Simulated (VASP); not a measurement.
Wanted: the native input for a VASP 6.6.1 run.

- Task: single point
- Functional: PBE
- Potentials or basis: VASP PAW PBE potentials, release 64 (N, In_d, P)
- Cutoff: 520 eV
- k mesh: 8 × 8 × 8
- Occupations: fermi-dirac, width 0.02 eV
- Spin: no spin polarisation
- Dipole correction: no
- Further INCAR settings: ALGO = Normal; EDIFF = 1e-07; NBANDS = 46

The structure of In4PN3 lies in POSCAR:

```
In4PN3
1.0
   -2.6251742047      2.6251742047      5.1509026355
    2.6251742047     -2.6251742047      5.1509026355
    2.6251742047      2.6251742047     -5.1509026355
N In P
3 4 1
Direct
    0.2500000000      0.7500000000      0.5000000000
    0.5000000000      0.5000000000      0.0000000000
    0.7500000000      0.2500000000      0.5000000000
    0.8596626158      0.4111234247      0.0000000000
    0.1403373842      0.1403373842      0.5514608088
    0.4111234247      0.8596626158      0.0000000000
    0.5888765753      0.5888765753      0.4485391912
    0.0000000000      0.0000000000      0.0000000000
```

One way to write it, as run:

INCAR

```
SYSTEM = In4PN3
PREC = Accurate ; ENCUT = 520
EDIFF = 1E-7 ; ISMEAR = -1
SIGMA = 0.02 ; LREAL = .False.
LASPH = .True. ; NELM = 80
ALGO = Normal ; ISIF = 2
LWAVE = .False. ; LCHARG = .False.
GGA = PE ; NBANDS = 46
```

KPOINTS

```
Automatic mesh
0
Gamma
  8 8 8
  0 0 0
```

Potentials or basis: VASP PAW PBE potentials, release 64 (N, In_d, P).

The run is started by

```bash
$ cat potpaw_PBE.64/N/POTCAR potpaw_PBE.64/In_d/POTCAR potpaw_PBE.64/P/POTCAR > POTCAR
$ mpirun -np 1 vasp_std > vasp.out
```

Results of the run:

| Property | Result |
| --- | --- |
| Pressure | 3.2 GPa |
| Largest force | 0.054 eV/Å |

Caveat: the cell stands under pressure.

It took 4.5 min on 1 thread of Intel(R) Xeon(R) 6975P-C (Granite Rapids), on a shared host, peak memory 0.51 GiB.
